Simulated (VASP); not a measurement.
# S (P4_2/m) in VASP: single point with PBEsol

Aim: the single point of S with PBEsol.

Everything below comes from runs of VASP 6.6.1. Logs are shortened: lines on timing, memory, paths and dates and some standing lists are left out, and cuts for length are marked.

## (1) The cell of the first run

The structure is tetragonal, space group P4_2/m (No. 84). The conventional cell has a = 5.477 Å, b = 5.477 Å, c = 3.111 Å, α = 90.00°, β = 90.00°, γ = 90.00°. Within 2.5 Å of S (site symmetry m) lie 1 S at 1.89 Å.

## (2) Single point, PBEsol (strained and its atoms moved)

Contents of INCAR:

```
SYSTEM = S
ALGO     = Normal         ! electronic algorithm
EDIFF    = 1E-6           ! SCF threshold, eV
ENCUT    = 520            ! plane-wave cutoff, eV
GGA      = PS             ! functional
ISIF     = 2              ! what is computed and relaxed
ISMEAR   = 0              ! smearing method
LASPH    = .TRUE.         ! aspherical terms in the spheres
LCHARG   = .TRUE.         ! write CHGCAR
LELF     = .TRUE.         ! ELF
LREAL    = .FALSE.        ! projectors in reciprocal space
LVHAR    = .TRUE.       
LWAVE    = .FALSE.        ! write WAVECAR
NBANDS   = 20             ! bands
NELM     = 100            ! most SCF steps
PREC     = Accurate       ! precision mode
SIGMA    = 0.1            ! smearing width, eV
```

Contents of KPOINTS:

```
k-points
0
G
  8 8 14
  0 0 0
```

Contents of POSCAR:

```
S
1.0
    5.4773345885      0.0000000000      0.0000000000
    0.0000000000      5.4773345885      0.0000000000
    0.0000000000      0.0000000000      3.1108120714
S
4
Direct
    0.8903669418      0.8672200350      0.5000000000
    0.1096330582      0.1327799650      0.5000000000
    0.3672200350      0.6096330582      0.0000000000
    0.6327799650      0.3903669418      0.0000000000
```

Potentials or basis: VASP PAW PBE potentials, release 64 (S).

The run is started by

```console
cat potpaw_PBE.64/S/POTCAR > POTCAR
mpirun -np 1 vasp_std > vasp.out
```

OUTCAR:

```text
SYSTEM = S
   EDIFF = 1E-6
   ENCUT = 520
   GGA = PS
   ISIF = 2
   ISMEAR = 0
   LASPH = .TRUE.
   LREAL = .FALSE.
   NELM = 100
   PREC = Accurate

 ion  position               nearest neighbor table
   1  0.890  0.867  0.500-   2 1.89
   2  0.110  0.133  0.500-   1 1.89
   3  0.367  0.610  0.000-   4 1.89
   4  0.633  0.390  0.000-   3 1.89

  LATTYP: Found a simple tetragonal cell.
 ALAT       =     5.4773345885
 C/A-ratio  =     0.5679426774

  Lattice vectors:

 A1 = (   5.4773345885,   0.0000000000,   0.0000000000)
 A2 = (   0.0000000000,   5.4773345885,   0.0000000000)
 A3 = (   0.0000000000,   0.0000000000,   3.1108120714)

Analysis of symmetry for initial positions (statically):
=====================================================================
 Subroutine PRICEL returns:
 Original cell was already a primitive cell.

 Routine SETGRP: Setting up the symmetry group for a
 simple tetragonal supercell.

 Subroutine GETGRP returns: Found  8 space group operations
 (whereof  4 operations were pure point group operations)
 out of a pool of 16 trial point group operations.

The static configuration has the point symmetry C_2h.
 The point group associated with its full space group is C_4h.

Analysis of symmetry for dynamics (positions and initial velocities):
=====================================================================
 Subroutine PRICEL returns:
 Original cell was already a primitive cell.

 Routine SETGRP: Setting up the symmetry group for a
 simple tetragonal supercell.

 Subroutine GETGRP returns: Found  8 space group operations
 (whereof  4 operations were pure point group operations)
 out of a pool of 16 trial point group operations.

The dynamic configuration has the point symmetry C_2h.
 The point group associated with its full space group is C_4h.

 Subroutine INISYM returns: Found  8 space group operations
 (whereof  4 operations are pure point group operations),
 and found     1 'primitive' translations

----------------------------------------------------------------------------------------

                                     Primitive cell

  volume of cell :      93.3281

  direct lattice vectors                    reciprocal lattice vectors
     5.477334588  0.000000000  0.000000000     0.182570552  0.000000000  0.000000000
     0.000000000  5.477334588  0.000000000     0.000000000  0.182570552  0.000000000
     0.000000000  0.000000000  3.110812071     0.000000000  0.000000000  0.321459470

  length of vectors
     5.477334588  5.477334588  3.110812071     0.182570552  0.182570552  0.321459470

  position of ions in fractional coordinates (direct lattice)
     0.890366942  0.867220035  0.500000000
     0.109633058  0.132779965  0.500000000
     0.367220035  0.609633058  0.000000000
     0.632779965  0.390366942  0.000000000

  ion indices of the primitive-cell ions
   primitive index   ion index
                 1           1
                 2           2
                 3           3
                 4           4

----------------------------------------------------------------------------------------

 KPOINTS: k-points

Automatic generation of k-mesh.
 Grid dimensions read from file:
 generate k-points for:    8    8   14

 Generating k-lattice:

  Cartesian coordinates                     Fractional coordinates (reciprocal lattice)
     0.022821319  0.000000000  0.000000000     0.125000000  0.000000000  0.000000000
     0.000000000  0.022821319  0.000000000     0.000000000  0.125000000  0.000000000
     0.000000000  0.000000000  0.022961391     0.000000000  0.000000000  0.071428571

  Length of vectors
     0.022821319  0.022821319  0.022961391

  Shift w.r.t. Gamma in fractional coordinates (k-lattice)
     0.000000000  0.000000000  0.000000000

 Subroutine IBZKPT returns following result:
 ===========================================

 Found    144 irreducible k-points:

 Following reciprocal coordinates:
            Coordinates               Weight
  0.000000  0.000000  0.000000      1.000000
  0.125000  0.000000  0.000000      4.000000
  0.250000  0.000000  0.000000      4.000000
  0.375000  0.000000  0.000000      4.000000
  0.500000  0.000000  0.000000      2.000000
  0.125000  0.125000  0.000000      4.000000
[... 16 lines left out ...]
  0.500000  0.000000  0.071429      4.000000
  0.125000  0.125000  0.071429      8.000000
 [... further k-points ...]
   k-points           NKPTS =    144   k-points in BZ     NKDIM =    144   number of bands    NBANDS=     20
   number of dos      NEDOS =    301   number of ions     NIONS =      4
   total plane-waves  NPLWV =  42336
   dimension x,y,z NGX =    42 NGY =   42 NGZ =   24
   dimension x,y,z NGXF=    84 NGYF=   84 NGZF=   48
   ions per type =               4
   NGX,Y,Z   is equivalent  to a cutoff of  12.75, 12.75, 12.83 a.u.
   NGXF,Y,Z  is equivalent  to a cutoff of  25.50, 25.50, 25.65 a.u.
 SYSTEM =  S
   PREC   = accura    normal or accurate (medium, high low for compatibility)
   ISTART =      0    job   : 0-new  1-cont  2-samecut
   ICHARG =      2    charge: 1-file 2-atom 10-const
   ISPIN  =      1    spin polarized calculation?
   LNONCOLLINEAR =      F non collinear calculations
   LSORBIT =      F    spin-orbit coupling
   LASPH  =      T    aspherical Exc in radial PAW
   ENCUT  =  520.0 eV  38.22 Ry    6.18 a.u.  10.18 10.18  5.78*2*pi/ulx,y,z
   NELM   =    100;   NELMIN=  2; NELMDL= -5     # of ELM steps
   EDIFF  = 0.1E-05   stopping-criterion for ELM
   LREAL  =      F    real-space projection
   EDIFFG = 0.1E-04   stopping-criterion for IOM
   NSW    =      0    number of steps for IOM
   IBRION =     -1    ionic relax: 0-MD 1-quasi-New 2-CG
   NFREE  =      0    steps in history (QN), initial steepest desc. (CG)
   ISIF   =      2    stress and relaxation
   ISYM   =      2    0-nonsym 1-usesym 2-fastsym
   POTIM  = 0.5000    time-step for ionic-motion
   TEBEG  =    0.0;   TEEND  =   0.0 temperature during run
   PSTRESS=    0.0 pullay stress
   NELECT =      24.0000    total number of electrons
   NUPDOWN=      -1.0000    fix difference up-down
   EMIN   =  10.00;   EMAX   =-10.00  energy-range for DOS
   EFERMI =   0.00;   METHOD = LEGACY
   ISMEAR =     0;   SIGMA  =   0.10  broadening in eV -4-tet -1-fermi 0-gaus
   EFERMI_NEDOS =   21; number of points for ismear=-14 and -15
   IALGO  =     38    algorithm
   IMIX   =      4    mixing-type and parameters
     AMIX     =   0.40;   BMIX     =  1.00
     AMIX_MAG =   1.60;   BMIX_MAG =  1.00
  volume/ion in A,a.u.               =      23.33       157.45
  Fermi-wavevector in a.u.,A,eV,Ry     =   1.041057  1.967312 14.745987  1.083799
  Thomas-Fermi vector in A             =   2.175661
   LORBIT       =      0    0 simple, 1 ext, 2 COOP (PROOUT), +10 PAW based schemes
   GGA     = PS    functional components
   LHFCALC =     F    Hartree Fock is set to
   AEXX    =    0.0000 exact exchange contribution
   IVDW    =     0    specifies the selected vdW correction
   LEPSILON=     F    determine dielectric tensor
   LRPA    =     F    only Hartree local field effects (RPA)
 non-spin polarized calculation
 Gauss-broadening in eV      SIGMA  =   0.10
  energy-cutoff  :      520.00
  volume of cell :       93.33
 maximum number of plane-waves:      2559
 NGX is ok and might be reduce to    42
   NGX = 21   NGY = 21   NGZ = 11

 number of electron      24.0000001 magnetization

 Free energy of the ion-electron system (eV)
  ---------------------------------------------------
  ext. energy  EPLUGINS =         0.00000000
  ---------------------------------------------------
  free energy    TOTEN  =       -16.25657680 eV

  energy without entropy =      -16.24135043  energy(sigma->0) =      -16.24896362

 E-fermi :   3.1845     XC(G=0):  -9.1513

 val. band max:        3.1804833061   @ k =   0.3750   0.1250   0.4286
 cond. band min:       3.1911690381   @ k =   0.2500   0.2500   0.2143
 fundamental gap:      0.0106857320
 Fermi energy:         3.1844696101

 k-point     1 :       0.0000    0.0000    0.0000
  band No.  band energies     occupation
      1     -13.3190      2.00000
      2     -12.5778      2.00000
      3      -7.4500      2.00000
      4      -7.4500      2.00000
      5      -2.3191      2.00000
      6      -1.6360      2.00000
[... 12 lines left out ...]
     19      11.1521      0.00000
     20      11.1781      0.00000

 k-point     2 :       0.1250    0.0000    0.0000
  band No.  band energies     occupation
      1     -13.2931      2.00000
      2     -12.6084      2.00000
      3      -7.4492      2.00000
      4      -7.4429      2.00000
      5      -2.4494      2.00000
      6      -1.9214      2.00000
[... 12 lines left out ...]
     19      11.0990      0.00000
     20      11.3026      0.00000

 k-point     3 :       0.2500    0.0000    0.0000
  band No.  band energies     occupation
      1     -13.2183      2.00000
      2     -12.6944      2.00000
      3      -7.4466      2.00000
      4      -7.4257      2.00000
      5      -2.6806      2.00000
      6      -2.3265      2.00000
[... 12 lines left out ...]
     19      11.0012      0.00000
     20      11.7459      0.00000

 k-point     4 :       0.3750    0.0000    0.0000
  band No.  band energies     occupation
      1     -13.1038      2.00000
      2     -12.8200      2.00000
      3      -7.4428      2.00000
      4      -7.4084      2.00000
      5      -2.8415      2.00000
      6      -2.6301      2.00000
[... 429 lines left out ...]
 k-point    23 :       0.5000    0.0000    0.0714
  band No.  band energies     occupation
      1     -12.9404      2.00000
      2     -12.9233      2.00000
      3      -7.4038      2.00000
      4      -7.3632      2.00000
      5      -2.8426      2.00000
      6      -2.7117      2.00000
[... 12 lines left out ...]
     19      10.7823      0.00000
     20      11.3413      0.00000

 k-point    24 :       0.1250    0.1250    0.0714
  band No.  band energies     occupation
      1     -13.2315      2.00000
      2     -12.6093      2.00000
      3      -7.4651      2.00000
      4      -7.3494      2.00000
      5      -2.5717      2.00000
      6      -1.8435      2.00000
[... 12 lines left out ...]
     19      11.1915      0.00000
     20      11.6169      0.00000

 [... further k-points ...]

------------------------ aborting loop because EDIFF is reached ----------------------------------------

  FORCE on cell =-STRESS in cart. coord.  units (eV):
  Direction    XX          YY          ZZ          XY          YZ          ZX
  --------------------------------------------------------------------------------------
  -------------------------------------------------------------------------------------
  Total       -0.0526239     -0.0526239     -2.9114582      0.0000003      0.0000000      0.0000000
  in kB       -0.9034028     -0.9034028    -49.9814468      0.0000057      0.0000000      0.0000000
  external PRESSURE =     -17.2627508 kB  Pullay stress =       0.0000000 kB

 VOLUME and BASIS-vectors are now :
 -----------------------------------------------------------------------------
  energy-cutoff  :      520.00
  volume of cell :       93.33
      direct lattice vectors                 reciprocal lattice vectors
     5.477334588  0.000000000  0.000000000     0.182570552  0.000000000  0.000000000
     0.000000000  5.477334588  0.000000000     0.000000000  0.182570552  0.000000000
     0.000000000  0.000000000  3.110812071     0.000000000  0.000000000  0.321459470

 POSITION                                       TOTAL-FORCE (eV/Angst)
 -----------------------------------------------------------------------------------
      4.87684      4.75005      1.55541        -0.305260     -0.027789      0.000000
      0.60050      0.72728      1.55541         0.305260      0.027789     -0.000000
      2.01139      3.33916      0.00000        -0.027789      0.305260     -0.000000
      3.46595      2.13817      0.00000         0.027789     -0.305260      0.000000
 -----------------------------------------------------------------------------------
    total drift:                               -0.000000      0.000000     -0.000000

  FREE ENERGIE OF THE ION-ELECTRON SYSTEM (eV)
  ---------------------------------------------------
  free  energy   TOTEN  =       -16.2565768019 eV

  energy  without entropy=      -16.2413504333  energy(sigma->0) =      -16.24896362
```

It took 3.3 min on 1 thread of Intel Xeon 8259CL, shared host; peak memory 0.31 GiB.

What came out:

```yaml
Free_energy: -16.2566 eV
Pressure: -1.7 GPa
Largest_force: 0.307 eV/Å
Band_gap_on_the_k_mesh: zero (bands 12 and 13 overlap by 2.15 eV)
```

Forces on the atoms (eV/Å):
```
S   -0.305 -0.028  0.000
S    0.305  0.028  0.000
S   -0.028  0.305  0.000
S    0.028 -0.305  0.000
```

Caveat: the cell differs from its parent crystal (strained and its atoms moved); this functional lacks dispersion, which holds the molecules together, so the pressure and a relaxed volume are unreliable; the PAW data sets were made with another functional, which shifts forces and pressure a little.
